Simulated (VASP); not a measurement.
# YbSe2 (Fm-3m) in VASP: further runs

YbSe2 is run at these levels: PBEsol; tasks: single point.

Everything below comes from runs of VASP 6.6.1. Logs are shortened: lines on timing, memory, paths and dates and some standing lists are left out, and cuts for length are marked.

**1. The cell of the first run**

It takes space group Fm-3m (No. 225, cubic). The conventional cell has a = 6.590 Å, b = 6.590 Å, c = 6.590 Å, α = 90.00°, β = 90.00°, γ = 90.00°. Within 3.8 Å of Yb (site symmetry m-3m) lie 8 Se at 2.85 Å. Se (site symmetry -43m) has 4 Yb at 2.85 Å and 6 Se at 3.30 Å within 3.8 Å.

**2. Single point, PBEsol, collinear spin (23.85 Å³/atom)**

INCAR

```
  ALGO = Normal
  EDIFF = 1E-6
  ENCUT = 520
  GGA = PS
  ISIF = 2
  ISMEAR = 0
  ISPIN = 2
  LASPH = T
  LCHARG = F
  LMAXMIX = 6
  LORBIT = 11
  LREAL = F
  LWAVE = F
  MAGMOM = 0.05 0 0
  NBANDS = 29
  NELM = 150
  PREC = Accurate
  SIGMA = 0.05
```

KPOINTS

```
k-points
0
Gamma
  8 8 8
```

POSCAR

```
YbSe2
1.0
    0.0000000000      3.2951501517      3.2951501517
    3.2951501517      0.0000000000      3.2951501517
    3.2951501517      3.2951501517      0.0000000000
Yb Se
1 2
Direct
    0.0000000000      0.0000000000      0.0000000000
    0.2500000000      0.2500000000      0.2500000000
    0.7500000000      0.7500000000      0.7500000000
```

Potentials or basis: VASP PAW PBE potentials, release 64 (Yb, Se).

The run is started by

```sh
$ cat potpaw_PBE.64/Yb/POTCAR potpaw_PBE.64/Se/POTCAR > POTCAR
$ mpirun -np 1 vasp_std > vasp.out
```

OUTCAR:

```text
EDIFF = 1E-6
   ENCUT = 520
   GGA = PS
   ISIF = 2
   ISMEAR = 0
   ISPIN = 2
   LASPH = T
   LORBIT = 11
   LREAL = F
   NELM = 150
   PREC = Accurate

 ion  position               nearest neighbor table
   1  0.000  0.000  0.000-   2 2.85   3 2.85   3 2.85   3 2.85   3 2.85   2 2.85   2 2.85   2 2.85

   2  0.250  0.250  0.250-   1 2.85   1 2.85   1 2.85   1 2.85
   3  0.750  0.750  0.750-   1 2.85   1 2.85   1 2.85   1 2.85

  LATTYP: Found a face centered cubic cell.
 ALAT       =     6.5903003034

  Lattice vectors:

 A1 = (   0.0000000000,   3.2951501517,   3.2951501517)
 A2 = (   3.2951501517,   0.0000000000,   3.2951501517)
 A3 = (   3.2951501517,   3.2951501517,   0.0000000000)

Analysis of symmetry for initial positions (statically):
=====================================================================
 Subroutine PRICEL returns:
 Original cell was already a primitive cell.

 Routine SETGRP: Setting up the symmetry group for a
 face centered cubic supercell.

 Subroutine GETGRP returns: Found 48 space group operations
 (whereof 48 operations were pure point group operations)
 out of a pool of 48 trial point group operations.

The static configuration has the point symmetry O_h .

Analysis of symmetry for dynamics (positions and initial velocities):
=====================================================================
 Subroutine PRICEL returns:
 Original cell was already a primitive cell.

 Routine SETGRP: Setting up the symmetry group for a
 face centered cubic supercell.

 Subroutine GETGRP returns: Found 48 space group operations
 (whereof 48 operations were pure point group operations)
 out of a pool of 48 trial point group operations.

The dynamic configuration has the point symmetry O_h .

Analysis of structural, dynamic, and magnetic symmetry:
=====================================================================
 Subroutine PRICEL returns:
 Original cell was already a primitive cell.

 Routine SETGRP: Setting up the symmetry group for a
 face centered cubic supercell.

 Subroutine GETGRP returns: Found 48 space group operations
 (whereof 48 operations were pure point group operations)
 out of a pool of 48 trial point group operations.

The overall configuration has the point symmetry O_h .

 Subroutine INISYM returns: Found 48 space group operations
 (whereof 48 operations are pure point group operations),
[... 122 lines left out ...]
   LORBIT       =     11    0 simple, 1 ext, 2 COOP (PROOUT), +10 PAW based schemes
   GGA     = PS    functional components
   LHFCALC =     F    Hartree Fock is set to
   AEXX    =    0.0000 exact exchange contribution
   IVDW    =     0    specifies the selected vdW correction
   LEPSILON=     F    determine dielectric tensor
   LRPA    =     F    only Hartree local field effects (RPA)
 spin polarized calculation
 Gauss-broadening in eV      SIGMA  =   0.05
  energy-cutoff  :      520.00
  volume of cell :       71.56
 maximum number of plane-waves:      1964
   NGX = 17   NGY = 17   NGZ = 17

 number of electron      35.9999993 magnetization       0.0026697

 number of electron      35.9999993 magnetization      -0.0003243

 Free energy of the ion-electron system (eV)
  ---------------------------------------------------
  ext. energy  EPLUGINS =         0.00000000
  ---------------------------------------------------
  free energy    TOTEN  =       -14.95479227 eV

  energy without entropy =      -14.95097184  energy(sigma->0) =      -14.95288205

 E-fermi :   2.8875     XC(G=0): -10.2350

 val. band max:        2.8854756176   @ k =   0.5000   0.3750   0.1250
 cond. band min:       2.9139013351   @ k =   0.3750   0.2500   0.0000
 fundamental gap:      0.0284257174
 Fermi energy:         2.8875387929

 spin component 1

 k-point     1 :       0.0000    0.0000    0.0000
  band No.  band energies     occupation
      1     -48.3233      1.00000
      2     -20.5570      1.00000
      3     -20.5570      1.00000
      4     -20.5570      1.00000
      5     -10.8036      1.00000
      6      -8.0497      1.00000
[... 757 lines left out ...]
     28      13.3231      0.00000
     29      14.5028      0.00000

 [... further k-points ...]

 spin component 2

 k-point     1 :       0.0000    0.0000    0.0000
  band No.  band energies     occupation
      1     -48.3229      1.00000
      2     -20.5568      1.00000
      3     -20.5568      1.00000
      4     -20.5568      1.00000
      5     -10.8040      1.00000
      6      -8.0502      1.00000
[... 757 lines left out ...]
     28      13.3229      0.00000
     29      14.5048      0.00000

 [... further k-points ...]

------------------------ aborting loop because EDIFF is reached ----------------------------------------

  FORCE on cell =-STRESS in cart. coord.  units (eV):
  Direction    XX          YY          ZZ          XY          YZ          ZX
  --------------------------------------------------------------------------------------
  -------------------------------------------------------------------------------------
  Total        1.0532785      1.0532785      1.0532785      0.0000000     -0.0000000      0.0000000
  in kB       23.5829516     23.5829516     23.5829516      0.0000000     -0.0000000      0.0000000
  external PRESSURE =      23.5829516 kB  Pullay stress =       0.0000000 kB

 VOLUME and BASIS-vectors are now :
 -----------------------------------------------------------------------------
  energy-cutoff  :      520.00
  volume of cell :       71.56
      direct lattice vectors                 reciprocal lattice vectors
     0.000000000  3.295150152  3.295150152    -0.151738154  0.151738154  0.151738154
     3.295150152  0.000000000  3.295150152     0.151738154 -0.151738154  0.151738154
     3.295150152  3.295150152  0.000000000     0.151738154  0.151738154 -0.151738154

 POSITION                                       TOTAL-FORCE (eV/Angst)
 -----------------------------------------------------------------------------------
      0.00000      0.00000      0.00000        -0.000000      0.000000     -0.000000
      1.64758      1.64758      1.64758         0.000000      0.000000      0.000000
      4.94273      4.94273      4.94273        -0.000000     -0.000000     -0.000000
 -----------------------------------------------------------------------------------
    total drift:                               -0.000000      0.000000      0.000000

  FREE ENERGIE OF THE ION-ELECTRON SYSTEM (eV)
  ---------------------------------------------------
  free  energy   TOTEN  =       -14.9547922689 eV

  energy  without entropy=      -14.9509718373  energy(sigma->0) =      -14.95288205

 total charge

# of ion       s       p       d       f       tot
--------------------------------------------------
    1        2.140   6.057   0.514  13.437  22.147
    2        1.476   2.336   0.026   0.000   3.838
    3        1.476   2.336   0.026   0.000   3.838
--------------------------------------------------
tot          5.092  10.728   0.566  13.437  29.823

 magnetization (x)

# of ion       s       p       d       f       tot
--------------------------------------------------
    1        0.000  -0.000  -0.000   0.000   0.000
    2       -0.000  -0.000  -0.000   0.000  -0.000
    3       -0.000  -0.000  -0.000   0.000  -0.000
--------------------------------------------------
tot         -0.000  -0.000  -0.000   0.000  -0.000
```

OSZICAR:

```text
N       E                     dE             d eps       ncg     rms          rms(c)
DAV:   1     0.246869068355E+03    0.24687E+03   -0.12603E+04  5012   0.745E+03
DAV:   2     0.212783656892E+02   -0.22559E+03   -0.21308E+03  5142   0.975E+02
DAV:   3    -0.112160563799E+02   -0.32494E+02   -0.31524E+02  5083   0.149E+02
DAV:   4    -0.151019391939E+02   -0.38859E+01   -0.38111E+01  6584   0.366E+01
[... 25 lines left out ...]
DAV:  30    -0.149548208969E+02    0.20874E-04   -0.83746E-05  5174   0.911E-02    0.198E-01
DAV:  31    -0.149547969967E+02    0.23900E-04   -0.82357E-05  5208   0.543E-01    0.794E-02
DAV:  32    -0.149547920210E+02    0.49757E-05   -0.28721E-05  5806   0.156E-01    0.435E-02
DAV:  33    -0.149547922689E+02   -0.24790E-06   -0.18450E-06  3401   0.288E-02
   1 F= -.14954792E+02 E0= -.14952882E+02  d E =-.382043E-02  mag=    -0.0001
```

stdout:

```text
POSCAR found type information on POSCAR YbSe
 POSCAR found :  2 types and       3 ions
 scaLAPACK will be used
 -----------------------------------------------------------------------------
|                                                                             |
|                                                                             |
|     You enforced a specific xc type in the INCAR file but a different       |
|     I HOPE YOU KNOW WHAT YOU ARE DOING!                                     |
|                                                                             |
 -----------------------------------------------------------------------------

 LDA part: xc-table for (Slater+PW92), standard interpolation
 POSCAR, INCAR and KPOINTS ok, starting setup
 FFT: planning ... GRIDC
 FFT: planning ... GRID_SOFT
 FFT: planning ... GRID
 WAVECAR not read
 entering main loop
```

Run time: 2.4 min. Hardware: 1 thread of Intel Xeon 6975P-C (Granite Rapids), shared host; peak memory 0.3 GiB.

What came out:

| Property | Result |
| --- | --- |
| Free energy | -14.9548 eV |
| Pressure | 2.4 GPa |
| Band gap on the k mesh | zero (filled and empty bands overlap) |
| Net moment | 0.00 μB per cell |
| Valence electrons inside the program's atomic spheres | Yb 22.15; Se 3.84 |

Caveat: the PAW data sets were made with another functional, which shifts forces and pressure a little; spin-orbit coupling is left out, which moves the levels of the heavy elements. With open d or f shells a metallic result of PBEsol can be an artefact of self-interaction; +U or a hybrid may open a gap.

**3. Single point, PBEsol, collinear spin (24.35 Å³/atom)**

This run uses another cell than the first one, of 24.35 Å³/atom.

INCAR

```
PREC = Accurate ; ENCUT = 520
EDIFF = 1E-6 ; ISMEAR = 0
SIGMA = 0.05 ; LREAL = False
LASPH = True ; NELM = 150
ALGO = Normal ; ISIF = 2
LWAVE = False ; LCHARG = False
ISPIN = 2 ; MAGMOM = 0.05 0 0
LORBIT = 11 ; LMAXMIX = 6
GGA = PS ; NBANDS = 29
```

KPOINTS

```
Automatic mesh
0
Gamma
  8 8 8
```

POSCAR

```
YbSe2
1.0
    0.0000000000      3.3178760433      3.3178760433
    3.3178760433      0.0000000000      3.3178760433
    3.3178760433      3.3178760433      0.0000000000
Yb Se
1 2
Direct
    0.0000000000      0.0000000000      0.0000000000
    0.2500000000      0.2500000000      0.2500000000
    0.7500000000      0.7500000000      0.7500000000
```

Potentials or basis: VASP PAW PBE potentials, release 64 (Yb, Se).

The run is started by

```sh
$ cat potpaw_PBE.64/Yb/POTCAR potpaw_PBE.64/Se/POTCAR > POTCAR
$ mpirun -np 1 vasp_std > vasp.out
```

Run time: 4.2 min. Hardware: 1 thread of Intel Xeon 6975P-C (Granite Rapids), shared host; peak memory 0.32 GiB.

The run converged. Its results:

| Quantity | Value |
| --- | --- |
| Free energy | -14.9739 eV |
| Pressure | 1.5 GPa |
| Band gap on the k mesh | zero (filled and empty bands overlap) |
| Net moment | 0.00 μB per cell |
| Valence electrons inside the program's atomic spheres | Yb 22.12; Se 3.83 |

Levels at points of the mesh, in eV from the Fermi level:
Spin up:
```tsv
k point	band 15	band 16	band 17	band 18	band 19	band 20	band 21	band 22
(0.00, 0.00, 0.00)	-0.49	-0.49	0.49	0.49	0.49	3.08	3.08	4.48
(0.50, 0.00, 0.00)	-0.50	-0.49	-0.35	-0.32	-0.32	3.91	3.91	5.57
(0.50, 0.50, 0.00)	-0.44	-0.44	-0.17	-0.17	1.50	2.09	4.82	5.53
```
Spin down:
```
           k point  band 15  band 16  band 17  band 18  band 19  band 20  band 21  band 22
(0.00, 0.00, 0.00)    -0.49    -0.49     0.49     0.49     0.49     3.08     3.08     4.48
(0.50, 0.00, 0.00)    -0.50    -0.49    -0.35    -0.32    -0.32     3.91     3.91     5.57
(0.50, 0.50, 0.00)    -0.44    -0.44    -0.17    -0.17     1.50     2.09     4.82     5.53
```

Caveat: the PAW data sets were made with another functional, which shifts forces and pressure a little; spin-orbit coupling is left out, which moves the levels of the heavy elements. With open d or f shells a metallic result of PBEsol can be an artefact of self-interaction; +U or a hybrid may open a gap.

**4. Single point, PBEsol, collinear spin (25.34 Å³/atom)**

This run uses another cell than the first one, of 25.34 Å³/atom.

INCAR

```
SYSTEM = YbSe2
PREC = Accurate ; ENCUT = 520
EDIFF = 1E-7 ; ISMEAR = 0
SIGMA = 0.05 ; LREAL = .False.
LASPH = .True. ; NELM = 150
ALGO = Normal ; ISIF = 2
LWAVE = .False. ; LCHARG = .False.
ISPIN = 2 ; MAGMOM = 0.05 0 0
LORBIT = 11 ; LMAXMIX = 6
GGA = PS ; NBANDS = 29
```

KPOINTS

```
regular mesh
0
Gamma
  8 8 8
  0 0 0
```

POSCAR

```
YbSe2
1.0
    0.0000000000      3.3624166070      3.3624166070
    3.3624166070      0.0000000000      3.3624166070
    3.3624166070      3.3624166070      0.0000000000
Yb Se
1 2
Direct
    0.0000000000      0.0000000000      0.0000000000
    0.2500000000      0.2500000000      0.2500000000
    0.7500000000      0.7500000000      0.7500000000
```

The run is started by

```sh
$ cat potpaw_PBE.64/Yb/POTCAR potpaw_PBE.64/Se/POTCAR > POTCAR
$ mpirun -np 1 vasp_std > vasp.out
```

It took 2.9 min on 1 thread of Intel Xeon 6975P-C (Granite Rapids), shared host; peak memory 0.32 GiB.

Results (log left out):

| Property | Result |
| --- | --- |
| Free energy | -14.9765 eV |
| Pressure | -1.0 GPa |
| Band gap on the k mesh | zero (filled and empty bands overlap) |
| Net moment | 0.00 μB per cell |
| Valence electrons inside the program's atomic spheres | Yb 22.07; Se 3.81 |

Levels at points of the mesh, in eV from the Fermi level:
Spin up:
| k point | band 14 | band 15 | band 16 | band 17 | band 18 | band 19 | band 20 | band 21 | band 22 | band 23 |
| --- | --- | --- | --- | --- | --- | --- | --- | --- | --- | --- |
| (0.00, 0.00, 0.00) | -0.47 | -0.47 | -0.47 | 0.45 | 0.45 | 0.45 | 3.17 | 3.17 | 4.24 | 5.93 |
| (0.50, 0.00, 0.00) | -0.47 | -0.47 | -0.47 | -0.35 | -0.31 | -0.31 | 3.96 | 3.96 | 5.47 | 6.77 |
| (0.50, 0.50, 0.00) | -0.45 | -0.42 | -0.42 | -0.14 | -0.14 | 1.41 | 2.17 | 4.83 | 5.41 | 6.27 |
Spin down:
| k point | band 16 | band 17 | band 18 | band 19 | band 20 | band 21 |
| --- | --- | --- | --- | --- | --- | --- |
| (0.00, 0.00, 0.00) | -0.47 | 0.45 | 0.45 | 0.45 | 3.17 | 3.17 |
| (0.50, 0.00, 0.00) | -0.47 | -0.35 | -0.31 | -0.31 | 3.96 | 3.96 |
| (0.50, 0.50, 0.00) | -0.42 | -0.14 | -0.14 | 1.41 | 2.17 | 4.83 |

Caveat: the PAW data sets were made with another functional, which shifts forces and pressure a little; spin-orbit coupling is left out, which moves the levels of the heavy elements.

**5. Single point, PBEsol, collinear spin (25.84 Å³/atom)**

This run uses another cell than the first one, of 25.84 Å³/atom.

INCAR

```
PREC = Accurate
ENCUT = 520
EDIFF = 1E-7
ISMEAR = 0
SIGMA = 0.05
LREAL = False
LASPH = True
NELM = 150
ALGO = Normal
ISIF = 2
LWAVE = False
LCHARG = False
ISPIN = 2
MAGMOM = 0.05 0 0
LORBIT = 11
LMAXMIX = 6
GGA = PS
NBANDS = 29
```

KPOINTS

```
Automatic mesh
0
Gamma
  8 8 8
```

POSCAR

```
YbSe2
1.0
    0.0000000000      3.3842510929      3.3842510929
    3.3842510929      0.0000000000      3.3842510929
    3.3842510929      3.3842510929      0.0000000000
Yb Se
1 2
Direct
    0.0000000000      0.0000000000      0.0000000000
    0.2500000000      0.2500000000      0.2500000000
    0.7500000000      0.7500000000      0.7500000000
```

The run is started by

```sh
$ cat potpaw_PBE.64/Yb/POTCAR potpaw_PBE.64/Se/POTCAR > POTCAR
$ mpirun -np 1 vasp_std > vasp.out
```

Wall time 2.8 min (1 thread of Intel Xeon 6975P-C (Granite Rapids), shared host); peak memory 0.31 GiB.

It converged, with:

```yaml
Free_energy: -14.9624 eV
Pressure: -2.0 GPa
Band_gap_on_the_k_mesh: zero (filled and empty bands overlap)
Net_moment: 0.00 μB per cell
Valence_electrons_inside_the_program's_atomic_spheres: Yb 22.05; Se 3.80
```

Levels at points of the mesh, in eV from the Fermi level:
Spin up:
| k point | band 15 | band 16 | band 17 | band 18 | band 19 | band 20 | band 21 | band 22 |
| --- | --- | --- | --- | --- | --- | --- | --- | --- |
| (0.00, 0.00, 0.00) | -0.46 | -0.46 | 0.43 | 0.43 | 0.43 | 3.21 | 3.21 | 4.13 |
| (0.50, 0.00, 0.00) | -0.46 | -0.46 | -0.34 | -0.31 | -0.31 | 3.98 | 3.98 | 5.43 |
| (0.50, 0.50, 0.00) | -0.42 | -0.42 | -0.13 | -0.13 | 1.37 | 2.21 | 4.83 | 5.35 |
Spin down:
```
           k point  band 14  band 15  band 16  band 17  band 18  band 19  band 20  band 21  band 22  band 23
(0.00, 0.00, 0.00)    -0.46    -0.46    -0.46     0.43     0.43     0.43     3.21     3.21     4.13     5.91
(0.50, 0.00, 0.00)    -0.46    -0.46    -0.46    -0.34    -0.31    -0.31     3.98     3.98     5.43     6.76
(0.50, 0.50, 0.00)    -0.44    -0.42    -0.42    -0.13    -0.13     1.37     2.21     4.83     5.35     6.21
```

Caveat: the PAW data sets were made with another functional, which shifts forces and pressure a little; spin-orbit coupling is left out, which moves the levels of the heavy elements.

**6. Single point, PBEsol, collinear spin, ferromagnetic start**

This run uses another cell than the first one, of 25.98 Å³/atom.

INCAR

```
PREC = Accurate ; ENCUT = 520
EDIFF = 1E-6 ; ISMEAR = 0
SIGMA = 0.05 ; LREAL = False
LASPH = True ; NELM = 150
ALGO = Normal ; ISIF = 2
LWAVE = False ; LCHARG = False
ISPIN = 2 ; MAGMOM = 1 0 0
LORBIT = 11 ; LMAXMIX = 6
GGA = PS ; NBANDS = 29
```

KPOINTS is that of step 5.

POSCAR

```
YbSe2
1.0
    0.0000000000      3.3905333344      3.3905333344
    3.3905333344      0.0000000000      3.3905333344
    3.3905333344      3.3905333344      0.0000000000
Yb Se
1 2
Direct
    0.0000000000      0.0000000000      0.0000000000
    0.2500000000      0.2500000000      0.2500000000
    0.7500000000      0.7500000000      0.7500000000
```

Potentials or basis: VASP PAW PBE potentials, release 64 (Yb, Se).

The run is started by

```sh
$ cat potpaw_PBE.64/Yb/POTCAR potpaw_PBE.64/Se/POTCAR > POTCAR
$ mpirun -np 1 vasp_std > vasp.out
```

Wall time 3 min (1 thread of Intel Xeon 6975P-C (Granite Rapids), shared host); peak memory 0.32 GiB.

The run converged. Its results:

```
Free energy                                           : -14.9566 eV
Pressure                                              : -2.3 GPa
Band gap on the k mesh                                : zero (filled and empty bands overlap)
Net moment                                            : 0.00 μB per cell
Valence electrons inside the program's atomic spheres : Yb 22.04; Se 3.80
```

Levels at points of the mesh, in eV from the Fermi level:
Spin up:
```tsv
k point	band 15	band 16	band 17	band 18	band 19	band 20	band 21	band 22
(0.00, 0.00, 0.00)	-0.46	-0.46	0.42	0.42	0.42	3.23	3.23	4.10
(0.50, 0.00, 0.00)	-0.46	-0.45	-0.34	-0.30	-0.30	3.99	3.99	5.42
(0.50, 0.50, 0.00)	-0.41	-0.41	-0.13	-0.13	1.35	2.22	4.83	5.33
```
Spin down:
```csv
k point,band 14,band 15,band 16,band 17,band 18,band 19,band 20,band 21,band 22,band 23
"(0.00, 0.00, 0.00)",-0.46,-0.46,-0.46,0.42,0.42,0.42,3.23,3.23,4.10,5.91
"(0.50, 0.00, 0.00)",-0.46,-0.46,-0.46,-0.34,-0.30,-0.30,3.99,3.99,5.42,6.75
"(0.50, 0.50, 0.00)",-0.44,-0.41,-0.41,-0.12,-0.12,1.35,2.22,4.83,5.33,6.20
```

Caveat: the PAW data sets were made with another functional, which shifts forces and pressure a little; spin-orbit coupling is left out, which moves the levels of the heavy elements. The state reached can hang on the start; a lower one may exist.

**7. Summary**

```csv
spin,cell,gap on the mesh (eV),pressure (GPa),moment (μB)
collinear,"a = 4.660 Å, angles 60.0°, 3 atoms",none,2.4,0.00
collinear,"a = 4.692 Å, angles 60.0°, 3 atoms",none,1.5,0.00
collinear,"a = 4.755 Å, angles 60.0°, 3 atoms",none,-1.0,0.00
collinear,"a = 4.786 Å, angles 60.0°, 3 atoms",none,-2.0,0.00
"collinear, ferromagnetic start","a = 4.795 Å, angles 60.0°, 3 atoms",none,-2.3,0.00
```

Alike in all rows: task single point; level PBEsol; potentials or basis VASP PAW PBE potentials, release 64 (Yb, Se); k mesh 8 × 8 × 8; cutoff (eV) 520; smearing gaussian 0.05 eV.

Caveats: the PAW data sets were made with another functional, which shifts forces and pressure a little; spin-orbit coupling is left out, which moves the levels of the heavy elements.

Absolute energies hang on the potentials; compare differences alone.
